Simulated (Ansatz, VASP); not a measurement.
One calculation of TaN, two programs

```
Ta N
1.0
     2.81440    0.00000    0.00000
    -1.40720    2.43734    0.00000
     0.00000    0.00000    3.01430
Ta N
1 1
Cartesian
  0.0000 1.6249 1.5071
  0.0000 0.0000 0.0000
```

Alike in both runs: task single point; functional PBEsol; k mesh 18 × 18 × 16; occupations gaussian, width 0.15 eV; no spin polarisation.

|  | VASP | Ansatz |
| --- | --- | --- |
| version | VASP 6.6.1 | Ansatz 0.2.0 |
| potentials or method | VASP PAW PBE potentials, release 64 (Ta_sv_GW, N), cutoff 700 eV | scalar-relativistic, plane waves, PAW |
| valence electrons in the cell | 18 | 18 |

|  | VASP | Ansatz | Ansatz less VASP |
| --- | --- | --- | --- |
| gap on the k mesh at the Fermi level (eV) | none | none | - |
| pressure (GPa) | 9.6 | 9.6 | -0.02 |
| traceless stress, the component that is largest in VASP (GPa) | -38.17 | -38.39 | -0.221 |

VASP's potentials were made for PBE, not for PBEsol. A gap of «none» marks a metal or a gap that the smearing closes.

Spin-orbit coupling is off throughout.
